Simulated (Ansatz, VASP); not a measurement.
# One calculation of Na, two programs

```
Na
1.0
     0.00000   -3.72714    0.00000
    -3.72714    0.00000    0.00000
     0.00000    0.00000   -5.22418
Na
2
Direct
  0.50000 0.55473 0.52016
  0.00000 0.94527 0.97984
```

Change from the starting cell: mode 4 frozen in at -0.204 Å and mode 6 at -0.105 Å (largest displacements).

Alike in both runs: task single point; functional PBEsol; k mesh 12 × 12 × 10; occupations gaussian, width 0.15 eV; no spin polarisation.

|  | VASP | Ansatz |
| --- | --- | --- |
| version | VASP 6.6.1 | Ansatz 0.2.0 |
| potentials or method | VASP PAW PBE potentials, release 64 (Na_pv), cutoff 520 eV | scalar-relativistic, plane waves, PAW |
| valence electrons in the cell | 14 | 18 |

```csv
,VASP,Ansatz,Ansatz less VASP
gap on the k mesh at the Fermi level (eV),none,none,-
pressure (GPa),0.2,0.2,+0.02
"traceless stress, the component that is largest in VASP (GPa)",-0.26,-0.26,+0.002
rms of the force components (eV/Å),0.139,0.139,0.0000
```

VASP's potentials were made for PBE, not for PBEsol. Atom by atom the forces differ by 0.000 eV/Å (rms over components). A gap of «none» marks a metal or a gap that the smearing closes. VASP's potentials hold 14 valence electrons a cell and Ansatz's 18, so a difference there can come from the potentials and not from the codes.
